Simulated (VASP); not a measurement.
Input of a VASP 6.6.1 run:

File INCAR:

```
PREC = Accurate
ENCUT = 600
EDIFF = 1E-6
ISMEAR = 0
SIGMA = 0.01
LREAL = False
LASPH = True
NELM = 80
ALGO = Normal
ISIF = 3
LWAVE = False
LCHARG = False
GGA = PE
IBRION = 2
NSW = 80
EDIFFG = -0.05
```

The input KPOINTS:

```
Automatic mesh
0
Gamma
  6 6 6
```

File POSCAR:

```
BaHfO3
1.0
    4.1695670000      0.0000000000      0.0000000000
    0.0000000000      4.1695670000      0.0000000000
    0.0000000000      0.0000000000      4.1703770000
Ba Hf O
1 1 3
Direct
    0.5000000000      0.5000000000      0.9964250000
    0.0000000000      0.0000000000      0.4978750000
    0.0000000000      0.5000000000      0.4988900000
    0.5000000000      0.0000000000      0.4988900000
    0.0000000000      0.0000000000      0.9979410000
```

Potentials or basis: VASP PAW PBE potentials, release 64 (Ba_sv, Hf_pv, O).

Run with:

```bash
$ cat potpaw_PBE.64/Ba_sv/POTCAR potpaw_PBE.64/Hf_pv/POTCAR potpaw_PBE.64/O/POTCAR > POTCAR
$ mpirun -np 1 vasp_std > vasp.out
```

(1) Predict the relaxed volume.

(2) Estimate the band gap on the k mesh.

## Answers

(1) 14.82 Å³/atom.

(2) 3.54 eV, indirect (least direct gap 3.78 eV).

Caveat: spin-orbit coupling is left out, which moves the levels of the heavy elements.
